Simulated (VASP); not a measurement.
Here is a VASP 6.6.1 calculation.

The input INCAR:

```
ALGO     = Normal         # electronic algorithm
EDIFF    = 1E-6           # SCF threshold, eV
ENCUT    = 520            # plane-wave cutoff, eV
GGA      = PE             # functional
ISIF     = 2              # what is computed and relaxed
ISMEAR   = 0              # smearing method
LASPH    = T              # aspherical terms in the spheres
LCHARG   = F              # write CHGCAR
LREAL    = F              # projectors in reciprocal space
LWAVE    = F              # write WAVECAR
NBANDS   = 22             # bands
NELM     = 100            # most SCF steps
PREC     = Accurate       # precision mode
SIGMA    = 0.1            # smearing width, eV
```

Contents of KPOINTS:

```
k-points
0
Gamma
  6 6 6
```

File POSCAR:

```
Nb2B
1.0
    4.3971194348      0.0000000029      0.0000000000
   -2.1985597200      3.8080171326      0.0000000000
    0.0000000000      0.0000000000      2.6725088280
Nb B
2 1
Direct
    0.3333333333      0.6666666667      0.5000000000
    0.6666666667      0.3333333333      0.5000000000
    0.0000000000      0.0000000000      0.0000000000
```

Potentials or basis: VASP PAW PBE potentials, release 64 (Nb_sv, B).

Launch:

```bash
$ cat potpaw_PBE.64/Nb_sv/POTCAR potpaw_PBE.64/B/POTCAR > POTCAR
$ mpirun -np 1 vasp_std > vasp.out
```

**Question.** Predict the pressure.

**Answer.** -0.1 GPa.

Stress tensor (GPa, compression positive):
```
-0.10  0.00  0.00
 0.00 -0.10  0.00
 0.00  0.00 -0.20
```

Caveat: the k points lie up to 0.39 Å⁻¹ apart.
